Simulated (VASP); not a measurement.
Crystal: Mg2Sn.

```
Sn Mg
1.0
     0.00000    3.37994    3.37994
     3.37994    0.00000    3.37994
     3.37994    3.37994    0.00000
Sn Mg
1 2
Direct
  0.00000 0.00000 0.00000
  0.25000 0.25000 0.25000
  0.75000 0.75000 0.75000
```

Base run:

* Program: VASP 6.6.1
* Functional: PBE-based screened hybrid with 100 % exact exchange
* Potentials or basis: VASP PAW PBE potentials, release 64 (Sn_d, Mg)
* Cutoff: 520 eV
* k mesh: 4 × 4 × 4
* Occupations: fermi-dirac, width 0.02 eV
* Spin: no spin polarisation

Its results: band gap on the k mesh 1.53 eV (least direct gap 4.06 eV); pressure -2.2 GPa.

Task: The run is repeated on the same cell with these changes: functional from PBE-based screened hybrid with 100 % exact exchange to PBE-based global hybrid with 5 % exact exchange; share of exact exchange from 1 to 0.05. What comes out?

Result: Band gap on the k mesh zero (bands 9 and 10 overlap by 0.20 eV); pressure 0.8 GPa.

Caveats: some runs use coarse meshes; the PAW data sets were made with another functional, which shifts forces and pressure a little; spin-orbit coupling is left out, which moves the levels of the heavy elements.

A k mesh can miss the band edges.
